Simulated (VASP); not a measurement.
A run of VASP 6.6.1:

The input INCAR:

```
SYSTEM = Si2Ge3
PREC = Accurate
ENCUT = 600
EDIFF = 1E-6
ISMEAR = 0
SIGMA = 0.1
LREAL = .FALSE.
LASPH = .TRUE.
NELM = 80
ALGO = Normal
ISIF = 3
LWAVE = .FALSE.
LCHARG = .FALSE.
GGA = PE
IBRION = 2
NSW = 90
EDIFFG = -0.04
```

The input KPOINTS:

```
regular mesh
0
G
  6 6 1
  0 0 0
```

POSCAR

```
Si2Ge3
1.0
    3.2884534500      0.0000000000      0.0000000000
   -1.6442267300      2.8478842300      0.0000000000
    0.0000000000      0.0000000000     18.8454698100
Si Ge
4 6
Direct
    0.3333333300      0.6666666700      0.6500000000
    0.3333333300      0.6666666700      0.8500000000
    0.6666666700      0.3333333300      0.1500000000
    0.6666666700      0.3333333300      0.3500000000
    0.3333333300      0.6666666700      0.0500000000
    0.3333333300      0.6666666700      0.2500000000
    0.3333333300      0.6666666700      0.4500000000
    0.6666666700      0.3333333300      0.5500000000
    0.6666666700      0.3333333300      0.7500000000
    0.6666666700      0.3333333300      0.9500000000
```

Potentials or basis: VASP PAW PBE potentials, release 64 (Si, Ge_d).

Launch:

```bash
$ cat potpaw_PBE.64/Si/POTCAR potpaw_PBE.64/Ge_d/POTCAR > POTCAR
$ mpirun -np 1 vasp_std > vasp.out
```

Hardware: 1 thread of Intel(R) Xeon(R) Platinum 8488C (Sapphire Rapids), on a shared host.

**Question.** Estimate the wall time of this run.

**Answer.** Wall time 12 min on 1 thread of Intel(R) Xeon(R) Platinum 8488C (Sapphire Rapids), on a shared host, peak memory 0.39 GiB. Counts: scf iterations 104, k points 7, ion steps 13.
